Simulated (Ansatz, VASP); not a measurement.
Ge in VASP and in Ansatz

```xyz
1
Lattice="-1.3155 1.3155 1.3155 1.3155 -1.3155 1.3155 1.3155 1.3155 -1.3155" Properties=species:S:1:pos:R:3 pbc="T T T"
Ge    0.0000    0.0000    0.0000
```

Change from the starting cell: volume scaled by 0.511, to set the pressure.

Alike in both runs: task single point; functional LDA; k mesh 20 × 20 × 20; occupations fermi-dirac, width 0.1 eV; no spin polarisation.

```csv
,VASP,Ansatz
version,VASP 6.6.1,Ansatz 0.2.0
potentials or method,"VASP PAW LDA potentials, release 64 (Ge_d)","PAW with Ansatz's default frozen-core files, scalar-relativistic"
plane-wave cutoff (eV),520,420
valence electrons in the cell,14,14
```

VASP gave:

| Item | Value |
| --- | --- |
| pressure (GPa) | 247.4 |

Q: Estimate Ansatz's values.

A: Pressure (GPa): 244.6.

LDA's correlation is that of Perdew and Zunger in VASP and of Perdew and Wang (1992) in Ansatz. Both programs put the cell under a high pressure, so it lies far from rest at this level.

Noted on VASP's run: the cell as given lies far from equilibrium.
